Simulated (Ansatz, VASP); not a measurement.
**Two plane-wave programs on MnO2**

```
Mn O
1.0
     4.45573    0.00000    0.00000
     0.00000    4.45573    0.00000
     0.00000    0.00000    2.94336
Mn O
2 4
Cartesian
  0.0000 0.0000 0.0000
  2.2279 2.2279 1.4717
  1.3639 1.3639 0.0000
  0.8640 3.5917 1.4717
  3.0919 3.0919 0.0000
  3.5917 0.8640 1.4717
```

Alike in both runs: functional PBE; k mesh 8 × 8 × 12; occupations gaussian, width 0.1 eV; collinear spin; Hubbard terms Mn d U = 3.9 eV.

Ansatz relaxed the structure, and its values are those at the end. VASP's run is a single point on that final structure, the one shown.

```csv
,VASP,Ansatz
version,VASP 6.6.1,Ansatz 0.2.0
potentials or method,"VASP PAW PBE potentials, release 64 (Mn_sv, O), cutoff 600 eV","scalar-relativistic, plane waves, PAW"
valence electrons in the cell,54,54
```

VASP gave:

- gap on the k mesh at the Fermi level (eV): none
- rms of the force components (eV/Å): 0.011
- net moment per atom (μB): 1.00
- size of the moment on the site where the two differ most (μB): 2.98

Q: What did Ansatz give for the same quantities?

A: gap on the k mesh at the Fermi level (eV): none; rms of the force components (eV/Å): 0.000; net moment per atom (μB): 1.01; size of the moment on the site where the two differ most (μB): 2.78.

Site moments also hang on the region over which each program counts them. The programs project onto different local orbitals, so the same U acts differently, and such runs can settle in different states. A gap of «none» marks a metal or a gap that the smearing closes. Ansatz's warnings: filled band counts differ across k points.
